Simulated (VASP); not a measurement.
# AlNi (P4/mmm) in VASP: notebook, part 3 of 3

VASP 6.6.1. Earlier steps stand in the parts before.

## 6. Single point, PBEsol (strain +0.1312 x Voigt [1, 1, 0, 0, 0, 0])

INCAR reads:

```
PREC = Accurate
ENCUT = 520
EDIFF = 1E-7
ISMEAR = 0
SIGMA = 0.15
LREAL = False
LASPH = True
NELM = 60
ALGO = Fast
ISIF = 2
LWAVE = False
LCHARG = True
GGA = PS
LELF = True
LVHAR = True
NBANDS = 14
```

KPOINTS reads:

```
Automatic mesh
0
Gamma
  20 20 20
```

POSCAR reads:

```
AlNi
1.0
    3.2376816720      0.0000000000      0.0000000000
    0.0000000000      3.2376816720      0.0000000000
    0.0000000000      0.0000000000      2.8621655516
Al Ni
1 1
Direct
    0.0000000000      0.0000000000      0.0000000000
    0.5000000000      0.5000000000      0.5000000000
```

Potentials or basis: VASP PAW PBE potentials, release 64 (Al, Ni).

The run is started by

```console
> cat potpaw_PBE.64/Al/POTCAR potpaw_PBE.64/Ni/POTCAR > POTCAR
> mpirun -np 1 vasp_std > vasp.out
```

OUTCAR:

```text
PREC = Accurate
   ENCUT = 520
   EDIFF = 1E-7
   ISMEAR = 0
   LREAL = False
   LASPH = True
   NELM = 60
   ISIF = 2
   GGA = PS

 ion  position               nearest neighbor table
   1  0.000  0.000  0.000-   2 2.70   2 2.70   2 2.70   2 2.70   2 2.70   2 2.70   2 2.70   2 2.70

   2  0.500  0.500  0.500-   1 2.70   1 2.70   1 2.70   1 2.70   1 2.70   1 2.70   1 2.70   1 2.70

  LATTYP: Found a simple tetragonal cell.
 ALAT       =     3.2376816720
 C/A-ratio  =     0.8840169731

  Lattice vectors:

 A1 = (   3.2376816720,   0.0000000000,   0.0000000000)
 A2 = (   0.0000000000,   3.2376816720,   0.0000000000)
 A3 = (   0.0000000000,   0.0000000000,   2.8621655516)

Analysis of symmetry for initial positions (statically):
=====================================================================
 Subroutine PRICEL returns:
 Original cell was already a primitive cell.

 Routine SETGRP: Setting up the symmetry group for a
 simple tetragonal supercell.

 Subroutine GETGRP returns: Found 16 space group operations
 (whereof 16 operations were pure point group operations)
 out of a pool of 16 trial point group operations.

The static configuration has the point symmetry D_4h.

Analysis of symmetry for dynamics (positions and initial velocities):
=====================================================================
 Subroutine PRICEL returns:
 Original cell was already a primitive cell.

 Routine SETGRP: Setting up the symmetry group for a
 simple tetragonal supercell.

 Subroutine GETGRP returns: Found 16 space group operations
 (whereof 16 operations were pure point group operations)
 out of a pool of 16 trial point group operations.

The dynamic configuration has the point symmetry D_4h.

 Subroutine INISYM returns: Found 16 space group operations
 (whereof 16 operations are pure point group operations),
 and found     1 'primitive' translations

----------------------------------------------------------------------------------------

                                     Primitive cell

  volume of cell :      30.0029

  direct lattice vectors                    reciprocal lattice vectors
     3.237681672  0.000000000  0.000000000     0.308862977  0.000000000  0.000000000
     0.000000000  3.237681672  0.000000000     0.000000000  0.308862977  0.000000000
     0.000000000  0.000000000  2.862165552     0.000000000  0.000000000  0.349385800

  length of vectors
     3.237681672  3.237681672  2.862165552     0.308862977  0.308862977  0.349385800

  position of ions in fractional coordinates (direct lattice)
     0.000000000  0.000000000  0.000000000
     0.500000000  0.500000000  0.500000000

  ion indices of the primitive-cell ions
   primitive index   ion index
                 1           1
                 2           2

----------------------------------------------------------------------------------------

 KPOINTS: Automatic mesh

Automatic generation of k-mesh.
 Grid dimensions read from file:
 generate k-points for:   20   20   20

 Generating k-lattice:

[... 41 lines left out ...]
  0.200000  0.100000  0.000000      8.000000
 [... further k-points ...]
   k-points           NKPTS =    726   k-points in BZ     NKDIM =    726   number of bands    NBANDS=     14
   number of dos      NEDOS =    301   number of ions     NIONS =      2
   total plane-waves  NPLWV =  13824
   dimension x,y,z NGX =    24 NGY =   24 NGZ =   24
   dimension x,y,z NGXF=    48 NGYF=   48 NGZF=   48
   ions per type =               1   1
   NGX,Y,Z   is equivalent  to a cutoff of  12.32, 12.32, 13.94 a.u.
   NGXF,Y,Z  is equivalent  to a cutoff of  24.65, 24.65, 27.88 a.u.
 SYSTEM =  unknown system
   PREC   = accura    normal or accurate (medium, high low for compatibility)
   ISTART =      0    job   : 0-new  1-cont  2-samecut
   ICHARG =      2    charge: 1-file 2-atom 10-const
   ISPIN  =      1    spin polarized calculation?
   LNONCOLLINEAR =      F non collinear calculations
   LSORBIT =      F    spin-orbit coupling
   LASPH  =      T    aspherical Exc in radial PAW
   ENCUT  =  520.0 eV  38.22 Ry    6.18 a.u.   6.02  6.02  5.32*2*pi/ulx,y,z
   NELM   =     60;   NELMIN=  2; NELMDL= -5     # of ELM steps
   EDIFF  = 0.1E-06   stopping-criterion for ELM
   LREAL  =      F    real-space projection
   EDIFFG = 0.1E-05   stopping-criterion for IOM
   NSW    =      0    number of steps for IOM
   IBRION =     -1    ionic relax: 0-MD 1-quasi-New 2-CG
   NFREE  =      0    steps in history (QN), initial steepest desc. (CG)
   ISIF   =      2    stress and relaxation
   ISYM   =      2    0-nonsym 1-usesym 2-fastsym
   POTIM  = 0.5000    time-step for ionic-motion
   TEBEG  =    0.0;   TEEND  =   0.0 temperature during run
   PSTRESS=    0.0 pullay stress
   NELECT =      13.0000    total number of electrons
   NUPDOWN=      -1.0000    fix difference up-down
   EMIN   =  10.00;   EMAX   =-10.00  energy-range for DOS
   EFERMI =   0.00;   METHOD = LEGACY
   ISMEAR =     0;   SIGMA  =   0.15  broadening in eV -4-tet -1-fermi 0-gaus
   EFERMI_NEDOS =   21; number of points for ismear=-14 and -15
   IALGO  =     68    algorithm
   IMIX   =      4    mixing-type and parameters
     AMIX     =   0.40;   BMIX     =  1.00
     AMIX_MAG =   1.60;   BMIX_MAG =  1.00
  volume/ion in A,a.u.               =      15.00       101.23
  Fermi-wavevector in a.u.,A,eV,Ry     =   1.238801  2.340995 20.879886  1.534628
  Thomas-Fermi vector in A             =   2.373311
   LORBIT       =      0    0 simple, 1 ext, 2 COOP (PROOUT), +10 PAW based schemes
   GGA     = PS    functional components
   LHFCALC =     F    Hartree Fock is set to
   AEXX    =    0.0000 exact exchange contribution
   IVDW    =     0    specifies the selected vdW correction
   LEPSILON=     F    determine dielectric tensor
   LRPA    =     F    only Hartree local field effects (RPA)
 non-spin polarized calculation
 RMM-DIIS sequential band-by-band and
 Gauss-broadening in eV      SIGMA  =   0.15
  energy-cutoff  :      520.00
  volume of cell :       30.00
 maximum number of plane-waves:       826
   NGX = 13   NGY = 13   NGZ = 11

 number of electron      13.0000000 magnetization

 Free energy of the ion-electron system (eV)
  ---------------------------------------------------
  ext. energy  EPLUGINS =         0.00000000
  ---------------------------------------------------
  free energy    TOTEN  =       -10.92101064 eV

  energy without entropy =      -10.90802327  energy(sigma->0) =      -10.91451695

 E-fermi :   7.2148     XC(G=0): -11.1106

 val. band max:        7.2111469718   @ k =   0.4000   0.2000   0.3500
 cond. band min:       7.2154392078   @ k =   0.3000   0.2000   0.4500
 fundamental gap:      0.0042922360
 Fermi energy:         7.2147915366

 k-point     1 :       0.0000    0.0000    0.0000
  band No.  band energies     occupation
      1      -2.3958      2.00000
      2       4.8492      2.00000
      3       4.8686      2.00000
      4       5.8896      2.00000
      5       6.1680      2.00000
      6       6.1680      2.00000
      7      10.6516      0.00000
      8      10.6516      0.00000
      9      14.0489      0.00000
     10      14.1552      0.00000
     11      14.5219      0.00000
     12      18.4148      0.00000
     13      24.0154      0.00000
     14      25.5016      0.00000
[... 377 lines left out ...]
      1      -1.6817      2.00000
      2       4.6050      2.00000
      3       4.9168      2.00000
      4       5.5869      2.00000
      5       6.0648      2.00000
      6       6.1534      2.00000
      7       8.0078      0.00000
      8      10.1780      0.00000
      9      15.3383      0.00000
     10      15.5509      0.00000
     11      17.4051      0.00000
     12      18.6645      0.00000
     13      19.9068      0.00000
     14      23.4456      0.00000

 [... further k-points ...]

------------------------ aborting loop because EDIFF is reached ----------------------------------------

  FORCE on cell =-STRESS in cart. coord.  units (eV):
  Direction    XX          YY          ZZ          XY          YZ          ZX
  --------------------------------------------------------------------------------------
  -------------------------------------------------------------------------------------
  Total       -4.8838750     -4.8838750     -3.7109298      0.0000000     -0.0000000      0.0000000
  in kB     -260.8026996   -260.8026996   -198.1665198      0.0000000     -0.0000000      0.0000000
  external PRESSURE =    -239.9239730 kB  Pullay stress =       0.0000000 kB

 VOLUME and BASIS-vectors are now :
 -----------------------------------------------------------------------------
  energy-cutoff  :      520.00
  volume of cell :       30.00
      direct lattice vectors                 reciprocal lattice vectors
     3.237681672  0.000000000  0.000000000     0.308862977  0.000000000  0.000000000
     0.000000000  3.237681672  0.000000000     0.000000000  0.308862977  0.000000000
     0.000000000  0.000000000  2.862165552     0.000000000  0.000000000  0.349385800

 POSITION                                       TOTAL-FORCE (eV/Angst)
 -----------------------------------------------------------------------------------
      0.00000      0.00000      0.00000         0.000000      0.000000      0.000000
      1.61884      1.61884      1.43108         0.000000      0.000000      0.000000
 -----------------------------------------------------------------------------------
    total drift:                                0.000000     -0.000000     -0.000000

  FREE ENERGIE OF THE ION-ELECTRON SYSTEM (eV)
  ---------------------------------------------------
  free  energy   TOTEN  =       -10.9210106357 eV

  energy  without entropy=      -10.9080232704  energy(sigma->0) =      -10.91451695
```

OSZICAR:

```text
N       E                     dE             d eps       ncg     rms          rms(c)
DAV:   1     0.372389787492E+02    0.37239E+02   -0.52610E+03 20492   0.912E+02
DAV:   2    -0.106600269324E+02   -0.47899E+02   -0.43309E+02 21492   0.167E+02
DAV:   3    -0.122870804700E+02   -0.16271E+01   -0.16056E+01 26028   0.350E+01
DAV:   4    -0.123098440209E+02   -0.22764E-01   -0.22757E-01 23912   0.374E+00
DAV:   5    -0.123105551107E+02   -0.71109E-03   -0.71107E-03 26462   0.723E-01    0.116E+01
RMM:   6    -0.158028598061E+02   -0.34923E+01   -0.19438E+01 24453   0.543E+01    0.206E+01
RMM:   7    -0.109901886024E+02    0.48127E+01   -0.56861E+00 21952   0.286E+01    0.155E+00
RMM:   8    -0.109341420780E+02    0.56047E-01   -0.20275E-01 21026   0.435E+00    0.832E-01
RMM:   9    -0.109240110644E+02    0.10131E-01   -0.41936E-02 21891   0.107E+00    0.469E-01
RMM:  10    -0.109210501860E+02    0.29609E-02   -0.42393E-03 24317   0.746E-01    0.838E-02
RMM:  11    -0.109211584642E+02   -0.10828E-03   -0.65343E-04 25724   0.303E-01    0.128E-01
RMM:  12    -0.109210190493E+02    0.13941E-03   -0.44404E-04 25235   0.228E-01    0.456E-02
RMM:  13    -0.109210086112E+02    0.10438E-04   -0.79217E-05 27695   0.880E-02    0.124E-02
RMM:  14    -0.109210104142E+02   -0.18030E-05   -0.23266E-05 30167   0.344E-02    0.848E-03
RMM:  15    -0.109210107737E+02   -0.35946E-06   -0.32147E-06 24962   0.177E-02    0.691E-03
RMM:  16    -0.109210107100E+02    0.63676E-07   -0.13949E-06 26261   0.774E-03    0.268E-03
RMM:  17    -0.109210106357E+02    0.74310E-07   -0.17774E-07 15471   0.451E-03
   1 F= -.10921011E+02 E0= -.10914517E+02  d E =-.129874E-01
```

stdout:

```text
POSCAR found type information on POSCAR AlNi
 POSCAR found :  2 types and       2 ions
 scaLAPACK will be used
 -----------------------------------------------------------------------------
|                                                                             |
|                                                                             |
|     You enforced a specific xc type in the INCAR file but a different       |
|     I HOPE YOU KNOW WHAT YOU ARE DOING!                                     |
|                                                                             |
 -----------------------------------------------------------------------------

 LDA part: xc-table for (Slater+PW92), standard interpolation
 POSCAR, INCAR and KPOINTS ok, starting setup
 FFT: planning ... GRIDC
 FFT: planning ... GRID_SOFT
 FFT: planning ... GRID
 WAVECAR not read
 entering main loop
WARNING in EDDRMM: call to ZHEGV failed, returncode =   8  4     14
WARNING in EDDRMM: call to ZHEGV failed, returncode =   8  4     14
```

It took 2.3 min on 1 thread of Intel Xeon 6975P-C, shared host; peak memory 0.4 GiB.

Results:

```yaml
Free_energy: -10.9210 eV
Pressure: -24.0 GPa
```

Levels at points of the mesh, in eV from the Fermi level:
| k point | band 5 | band 6 | band 7 | band 8 | band 9 | band 10 |
| --- | --- | --- | --- | --- | --- | --- |
| (0.00, 0.00, 0.00) | -1.05 | -1.05 | 3.44 | 3.44 | 6.83 | 6.94 |
| (0.50, 0.00, 0.00) | -1.34 | -1.01 | -0.75 | 7.42 | 7.55 | 7.61 |
| (0.50, 0.50, 0.00) | -1.27 | -1.27 | -0.90 | 0.44 | 1.00 | 11.84 |
| (0.00, 0.00, 0.50) | -1.84 | -1.20 | -0.11 | 8.08 | 8.15 | 8.15 |
| (0.50, 0.00, 0.50) | -1.70 | -1.59 | -0.77 | 1.56 | 1.76 | 9.31 |
| (0.50, 0.50, 0.50) | -0.68 | 2.00 | 2.19 | 2.19 | 2.27 | 2.81 |

Caveat: the cell differs from its parent crystal (strain +0.1312 x Voigt [1, 1, 0, 0, 0, 0]); the PAW data sets were made with another functional, which shifts forces and pressure a little. Spin polarisation is off, so any magnetic state and its effect on volume and gap are missing.

## 7. Summary

| cell | further INCAR settings | gap on the mesh (eV) | pressure (GPa) |
| --- | --- | --- | --- |
| a = 3.291, b = 3.291, c = 2.862 Å, 2 atoms | ALGO = Fast; EDIFF = 1e-06; NBANDS = 14 | none | -25.3 |
| a = 2.433, b = 2.433, c = 2.862 Å, 2 atoms | ALGO = Fast; EDIFF = 1e-06; NBANDS = 14 | none | 115.7 |
| a = 2.540, b = 2.540, c = 2.862 Å, 2 atoms | ALGO = Fast; EDIFF = 1e-06; NBANDS = 14 | none | 70.5 |
| a = 3.184, b = 3.184, c = 2.862 Å, 2 atoms | ALGO = Fast; EDIFF = 1e-06; NBANDS = 14 | none | -22.8 |
| a = 3.238, b = 3.238, c = 2.862 Å, 2 atoms | ALGO = Fast; EDIFF = 1e-07; NBANDS = 14 | none | -24.0 |

Alike in all rows: task single point; level PBEsol; potentials or basis VASP PAW PBE potentials, release 64 (Al, Ni); no spin polarisation; k mesh 20 × 20 × 20; cutoff (eV) 520; smearing gaussian 0.15 eV.

Caveats: the PAW data sets were made with another functional, which shifts forces and pressure a little.

Absolute energies hang on the potentials; compare differences alone.
